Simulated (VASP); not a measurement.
# ScAl3N4 (Pmm2) in VASP: single point with PBE

Aim: the single point of ScAl3N4 with PBE.

Program: VASP 6.6.1. These are calculated values, not measurements. Logs are shortened: lines on timing, memory, paths and dates and some standing lists are left out, and cuts for length are marked.

### Step 1. The cell of the first run

The structure is orthorhombic, space group Pmm2 (No. 25). Conventional cell: a = 2.930 Å, b = 5.179 Å, c = 5.043 Å, α = 90.00°, β = 90.00°, γ = 90.00°. Sc (site symmetry mm2) has 6 N at 2.18 to 2.19 Å and 10 Al at 2.89 to 3.10 Å and 2 Sc at 2.93 Å within 3.1 Å. Al (site symmetry mm2) has 6 N at 2.10 to 2.13 Å and 4 Sc at 2.89 to 2.94 Å and 8 Al at 2.93 to 3.09 Å within 3.1 Å. Al (site symmetry mm2) has 6 N at 2.13 to 2.14 Å and 8 Al at 2.90 to 3.09 Å and 4 Sc at 3.10 Å within 3.1 Å. Al (site symmetry mm2) has 6 N at 2.06 to 2.08 Å within 2.7 Å. N (site symmetry m) has 4 Al at 2.08 to 2.14 Å and 2 Sc at 2.18 Å and 2 N at 2.48 to 2.70 Å within 2.7 Å. Within 2.7 Å of N (site symmetry m) lie 5 Al at 2.06 to 2.13 Å and 1 Sc at 2.19 Å and 2 N at 2.53 to 2.65 Å.

The cell was built from a structure type or drawn by symmetry, and may not be a known phase.

### Step 2. Single point, PBE

File INCAR:

```
PREC = Accurate
ENCUT = 600
EDIFF = 1E-6
ISMEAR = 0
SIGMA = 0.15
LREAL = F
LASPH = T
NELM = 120
ALGO = Normal
ISIF = 2
LWAVE = F
LCHARG = F
GGA = PE
NBANDS = 30
GGA_COMPAT = F
```

File KPOINTS:

```
regular mesh
0
Gamma
  3 3 2
```

File POSCAR:

```
ScAl3N4
1.0
    2.9304363574      0.0000000000      0.0000000000
    0.0000000000      5.1788425565      0.0000000000
    0.0000000000      0.0000000000      5.0428724706
Sc Al N
1 3 4
Direct
    0.5000000000      0.0000000000      0.8366704262
    0.0000000000      0.0000000000      0.3307629879
    0.0000000000      0.5000000000      0.6645328230
    0.5000000000      0.5000000000      0.1673635756
    0.0000000000      0.2604956107      0.0106252453
    0.5000000000      0.2553669439      0.4897108433
    0.0000000000      0.7395043893      0.0106252453
    0.5000000000      0.7446330561      0.4897108433
```

Potentials or basis: VASP PAW PBE potentials, release 64 (Sc_sv, Al, N).

The run is started by

```
cat potpaw_PBE.64/Sc_sv/POTCAR potpaw_PBE.64/Al/POTCAR potpaw_PBE.64/N/POTCAR > POTCAR
mpirun -np 1 vasp_std > vasp.out
```

OUTCAR:

```text
PREC = Accurate
   ENCUT = 600
   EDIFF = 1E-6
   ISMEAR = 0
   LREAL = F
   LASPH = T
   NELM = 120
   ISIF = 2
   GGA = PE

 ion  position               nearest neighbor table
   1  0.500  0.000  0.837-   5 2.18   7 2.18   5 2.18   7 2.18   6 2.19   8 2.19   2 2.89   2 2.89
                             2 2.94   2 2.94   4 3.08   4 3.08   3 3.10   3 3.10   3 3.10   3 3.10
   2  0.000  0.000  0.331-   5 2.10   7 2.10   6 2.13   8 2.13   6 2.13   8 2.13   1 2.89   1 2.89
                             1 2.94   1 2.94   4 3.09   4 3.09   4 3.09   4 3.09   3 3.09   3 3.09
   3  0.000  0.500  0.665-   6 2.13   8 2.13   6 2.13   8 2.13   7 2.14   5 2.14   4 2.90   4 2.90
                             4 2.93   4 2.93   2 3.09   2 3.09   1 3.10   1 3.10   1 3.10   1 3.10
   4  0.500  0.500  0.167-   6 2.06   8 2.06   7 2.08   5 2.08   5 2.08   7 2.08   3 2.90   3 2.90
                             3 2.93   3 2.93   1 3.08   1 3.08   2 3.09   2 3.09   2 3.09   2 3.09
   5  0.000  0.260  0.011-   4 2.08   4 2.08   2 2.10   3 2.14   1 2.18   1 2.18
   6  0.500  0.255  0.490-   4 2.06   3 2.13   3 2.13   2 2.13   2 2.13   1 2.19
   7  0.000  0.740  0.011-   4 2.08   4 2.08   2 2.10   3 2.14   1 2.18   1 2.18
   8  0.500  0.745  0.490-   4 2.06   3 2.13   3 2.13   2 2.13   2 2.13   1 2.19

  LATTYP: Found a simple orthorhombic cell.
 ALAT       =     2.9304363574
 B/A-ratio  =     1.7208606008
 C/A-ratio  =     1.7672598633

  Lattice vectors:

 A1 = (  -2.9304363574,   0.0000000000,   0.0000000000)
 A2 = (   0.0000000000,   0.0000000000,   5.0428724706)
 A3 = (   0.0000000000,   5.1788425565,   0.0000000000)

Analysis of symmetry for initial positions (statically):
=====================================================================
 Subroutine PRICEL returns:
 Original cell was already a primitive cell.

 Routine SETGRP: Setting up the symmetry group for a
 simple orthorhombic supercell.

 Subroutine GETGRP returns: Found  4 space group operations
 (whereof  4 operations were pure point group operations)
 out of a pool of  8 trial point group operations.

The static configuration has the point symmetry C_2v.

Analysis of symmetry for dynamics (positions and initial velocities):
=====================================================================
 Subroutine PRICEL returns:
 Original cell was already a primitive cell.

 Routine SETGRP: Setting up the symmetry group for a
 simple orthorhombic supercell.

 Subroutine GETGRP returns: Found  4 space group operations
 (whereof  4 operations were pure point group operations)
 out of a pool of  8 trial point group operations.

The dynamic configuration has the point symmetry C_2v.

 Subroutine INISYM returns: Found  4 space group operations
 (whereof  4 operations are pure point group operations),
 and found     1 'primitive' translations

----------------------------------------------------------------------------------------
[... 103 lines left out ...]
   ISMEAR =     0;   SIGMA  =   0.15  broadening in eV -4-tet -1-fermi 0-gaus
   EFERMI_NEDOS =   21; number of points for ismear=-14 and -15
   IALGO  =     38    algorithm
   IMIX   =      4    mixing-type and parameters
     AMIX     =   0.40;   BMIX     =  1.00
     AMIX_MAG =   1.60;   BMIX_MAG =  1.00
  volume/ion in A,a.u.               =       9.57        64.56
  Fermi-wavevector in a.u.,A,eV,Ry     =   1.318704  2.491988 23.660245  1.738979
  Thomas-Fermi vector in A             =   2.448654
   LORBIT       =      0    0 simple, 1 ext, 2 COOP (PROOUT), +10 PAW based schemes
   GGA     = PE    functional components
   LHFCALC =     F    Hartree Fock is set to
   AEXX    =    0.0000 exact exchange contribution
   IVDW    =     0    specifies the selected vdW correction
   LEPSILON=     F    determine dielectric tensor
   LRPA    =     F    only Hartree local field effects (RPA)
 non-spin polarized calculation
 Gauss-broadening in eV      SIGMA  =   0.15
  energy-cutoff  :      600.00
  volume of cell :       76.53
 maximum number of plane-waves:      2572
 NGX is ok and might be reduce to    24
   NGX = 11   NGY = 21   NGZ = 21

 number of electron      39.9999999 magnetization

 Free energy of the ion-electron system (eV)
  ---------------------------------------------------
  ext. energy  EPLUGINS =         0.00000000
  ---------------------------------------------------
  free energy    TOTEN  =       -57.60169182 eV

  energy without entropy =      -57.59339561  energy(sigma->0) =      -57.59754371

 E-fermi :   9.1048     XC(G=0): -11.9058

 val. band max:        9.0037485605   @ k =   0.0000   0.0000   0.5000
 cond. band min:       9.1835748952   @ k =   0.0000   0.0000   0.0000
 fundamental gap:      0.1798263347
 Fermi energy:         9.1047542417

 k-point     1 :       0.0000    0.0000    0.0000
  band No.  band energies     occupation
      1     -39.6520      2.00000
      2     -18.5314      2.00000
      3     -18.3837      2.00000
      4     -18.1060      2.00000
      5      -8.0916      2.00000
      6      -5.6367      2.00000
[... 253 lines left out ...]
     29      15.6381      0.00000
     30      16.7002      0.00000

------------------------ aborting loop because EDIFF is reached ----------------------------------------

  FORCE on cell =-STRESS in cart. coord.  units (eV):
  Direction    XX          YY          ZZ          XY          YZ          ZX
  --------------------------------------------------------------------------------------
  -------------------------------------------------------------------------------------
  Total        0.0937736      0.3605196     -0.2074229      0.0000000      0.0000000      0.0000000
  in kB        1.9631271      7.5473846     -4.3423442      0.0000000      0.0000000      0.0000000
  external PRESSURE =       1.7227225 kB  Pullay stress =       0.0000000 kB

 VOLUME and BASIS-vectors are now :
 -----------------------------------------------------------------------------
  energy-cutoff  :      600.00
  volume of cell :       76.53
      direct lattice vectors                 reciprocal lattice vectors
     2.930436357  0.000000000  0.000000000     0.341246107  0.000000000  0.000000000
     0.000000000  5.178842557  0.000000000     0.000000000  0.193093339  0.000000000
     0.000000000  0.000000000  5.042872471     0.000000000  0.000000000  0.198299681

 POSITION                                       TOTAL-FORCE (eV/Angst)
 -----------------------------------------------------------------------------------
      1.46522      0.00000      4.21922        -0.000000      0.000000     -0.012149
      0.00000      0.00000      1.66800        -0.000000      0.000000     -0.011270
      0.00000      2.58942      3.35115        -0.000000      0.000000      0.015634
      1.46522      2.58942      0.84399        -0.000000      0.000000      0.031081
      0.00000      1.34907      0.05358        -0.000000      0.011737      0.003080
      1.46522      1.32251      2.46955         0.000000      0.003565     -0.014728
      0.00000      3.82978      0.05358        -0.000000     -0.011737      0.003080
      1.46522      3.85634      2.46955         0.000000     -0.003565     -0.014728
 -----------------------------------------------------------------------------------
    total drift:                                0.000000      0.000000     -0.000429

  FREE ENERGIE OF THE ION-ELECTRON SYSTEM (eV)
  ---------------------------------------------------
  free  energy   TOTEN  =       -57.6016918226 eV

  energy  without entropy=      -57.5933956061  energy(sigma->0) =      -57.59754371
```

Run time: 15 s. Hardware: 1 thread of Intel Xeon 6975P-C (Granite Rapids), shared host; peak memory 0.19 GiB.

What came out:

```yaml
Free_energy: -57.6017 eV
Pressure: 0.2 GPa
Largest_force: 0.031 eV/Å
Band_gap_on_the_k_mesh: 0.18 eV (least direct gap 0.32 eV)
```

Forces in eV/Å, atoms in the order of the input:
```
Sc   0.000  0.000 -0.012
Al   0.000  0.000 -0.011
Al   0.000  0.000  0.016
Al   0.000  0.000  0.031
N    0.000  0.012  0.003
N    0.000  0.004 -0.015
N    0.000 -0.012  0.003
N    0.000 -0.004 -0.015
```

Stress tensor (GPa, compression positive):
```
 0.20  0.00  0.00
 0.00  0.75  0.00
 0.00  0.00 -0.43
```

Caveat: the k points lie up to 0.71 Å⁻¹ apart; an odd mesh through Γ misses points on the zone boundary, where band edges can lie.
